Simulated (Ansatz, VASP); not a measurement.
**One calculation of Hf3Be, two programs**

```xyz
4
Lattice="-2.0920 2.0920 4.3530 2.0920 -2.0920 4.3530 2.0920 2.0920 -4.3530" Properties=species:S:1:pos:R:3 pbc="T T T"
Hf    0.0000    0.0000    4.3530
Hf    2.0920    0.0000    2.1765
Hf    0.0000    2.0920    2.1765
Be    0.0000    0.0000    0.0000
```

Alike in both runs: functional RPBE; k mesh 5 × 5 × 5; occupations fermi-dirac, width 0.05 eV; no spin polarisation.

|  | VASP | Ansatz |
| --- | --- | --- |
| version | VASP 6.6.1 | Ansatz 0.2.0 |
| potentials or method | VASP PAW PBE potentials, release 64 (Hf_pv, Be) | Ansatz PAW |
| plane-wave cutoff (eV) | 520 | 420 |
| valence electrons in the cell | 32 | 80 |
| task | single point | projected density of states |

|  | VASP | Ansatz | Ansatz less VASP |
| --- | --- | --- | --- |
| gap on the k mesh at the Fermi level (eV) | none | none | - |
| pressure (GPa) | 2.3 | 2.7 | +0.38 |
| traceless stress, the component that is largest in VASP (GPa) | 0.54 | 0.50 | -0.041 |

VASP's potentials were made for PBE, not for RPBE. A gap of «none» marks a metal or a gap that the smearing closes. VASP's potentials hold 32 valence electrons a cell and Ansatz's 80, so a difference there can come from the potentials and not from the codes.

The k mesh is coarse, so the values compare programs but aren't converged. Neither program's run includes spin-orbit coupling.
